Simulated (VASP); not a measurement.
Here is a VASP 6.6.1 calculation.

The input INCAR:

```
SYSTEM = Sn2Ge3
PREC     = Accurate       ! precision mode
ENCUT    = 520            ! plane-wave cutoff, eV
EDIFF    = 1E-7           ! SCF threshold, eV
ISMEAR   = 0              ! smearing method
SIGMA    = 0.1            ! smearing width, eV
LREAL    = .False.        ! projectors in reciprocal space
LASPH    = .True.         ! aspherical terms in the spheres
NELM     = 100            ! most SCF steps
ALGO     = Normal         ! electronic algorithm
ISIF     = 2              ! what is computed and relaxed
LWAVE    = .False.        ! write WAVECAR
LCHARG   = .True.         ! write CHGCAR
GGA      = PE             ! functional
LELF     = .True.         ! ELF
LVHAR    = .True.       
NBANDS   = 43             ! bands
```

Contents of KPOINTS:

```
Automatic mesh
0
Gamma
  10 10 6
  0 0 0
```

POSCAR

```
Sn2Ge3
1.0
    4.2064968194      0.0000000000      0.0000000000
    0.0000000000      4.2064968194      0.0000000000
    0.0000000000      0.0000000000      7.0767130708
Sn Ge
2 3
Direct
    0.0000000000      0.5000000000      0.5000000000
    0.5000000000      0.0000000000      0.5000000000
    0.5000000000      0.5000000000      0.8228326833
    0.5000000000      0.5000000000      0.1771673167
    0.0000000000      0.0000000000      0.0000000000
```

Potentials or basis: VASP PAW PBE potentials, release 64 (Sn_d, Ge_d).

The run is started by

```console
$ cat potpaw_PBE.64/Sn_d/POTCAR potpaw_PBE.64/Ge_d/POTCAR > POTCAR
$ mpirun -np 1 vasp_std > vasp.out
```

Problem. What does it give for the pressure?

Solution. 0.0 GPa.

Problem. Predict the largest force.

Solution. 0.004 eV/Å.

Forces on the atoms (eV/Å):
```
Sn   0.000  0.000  0.000
Sn   0.000  0.000  0.000
Ge   0.000  0.000 -0.004
Ge   0.000  0.000  0.004
Ge   0.000  0.000  0.000
```
